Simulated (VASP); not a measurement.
Set up this calculation in VASP 6.6.1, as the native input.

- Task: single point
- Functional: r2SCAN
- Potentials or basis: VASP PAW PBE potentials, release 64 (Hf_pv, O)
- Cutoff: 520 eV
- k mesh: 8 × 8 × 8
- Occupations: gaussian, width 0.05 eV
- Spin: no spin polarisation
- Dipole correction: no
- Further INCAR settings: ALGO = Normal; EDIFF = 1e-06; NBANDS = 18

HfO2:

```
CELL_PARAMETERS angstrom
0.00000 2.55750 2.55750
2.55750 0.00000 2.55750
2.55750 2.55750 0.00000
ATOMIC_POSITIONS crystal
Hf 0.00000 0.00000 0.00000
O 0.23307 0.23307 0.23307
O 0.76693 0.76693 0.76693
```

This cell differs from its parent crystal: atoms displaced along a vibrational mode.

These files were run (other wordings do the same):

POSCAR

```
HfO2
1.0
    0.0000000000      2.5575000000      2.5575000000
    2.5575000000      0.0000000000      2.5575000000
    2.5575000000      2.5575000000      0.0000000000
Hf O
1 2
Direct
    0.0000000000      0.0000000000      0.0000000000
    0.2330689071      0.2330689071      0.2330689071
    0.7669310929      0.7669310929      0.7669310929
```

INCAR.step1

```
SYSTEM = HfO2
ALGO = Normal
EDIFF = 1E-4
ENCUT = 520
GGA = PE
ISMEAR = 0
LASPH = .True.
LCHARG = .False.
LREAL = .False.
LWAVE = .True.
NBANDS = 18
NELM = 80
PREC = Accurate
SIGMA = 0.05
```

INCAR.step2

```
SYSTEM = HfO2
ALGO = Normal
EDIFF = 1E-6
ENCUT = 520
ISIF = 2
ISMEAR = 0
ISTART = 1
LASPH = .True.
LCHARG = .True.
LELF = .True.
LMIXTAU = .True.
LREAL = .False.
LVHAR = .True.
LWAVE = .False.
METAGGA = R2SCAN
NBANDS = 18
NELM = 80
PREC = Accurate
SIGMA = 0.05
```

KPOINTS

```
k-points
0
Gamma
  8 8 8
  0 0 0
```

Potentials or basis: VASP PAW PBE potentials, release 64 (Hf_pv, O).

Launch:

```sh
$ cat potpaw_PBE.64/Hf_pv/POTCAR potpaw_PBE.64/O/POTCAR > POTCAR
$ cp INCAR.step1 INCAR
$ mpirun -np 1 vasp_std > vasp.out
$ cp INCAR.step2 INCAR
$ mpirun -np 1 vasp_std > vasp.out
```

It gave:

* Pressure: -6.7 GPa
* Largest force: 3.337 eV/Å
* Band gap on the k mesh: 4.24 eV (least direct gap 4.27 eV)

Caveat: the cell differs from its parent crystal (atoms displaced along a vibrational mode); the cell stands under tension; the PAW data sets were made with another functional, which shifts forces and pressure a little; spin-orbit coupling is left out, which moves the levels of the heavy elements.

Run time: 110 s on 1 thread of AMD EPYC 9R45 96-Core Processor (Zen 5) (shared host), peak memory 0.16 GiB.
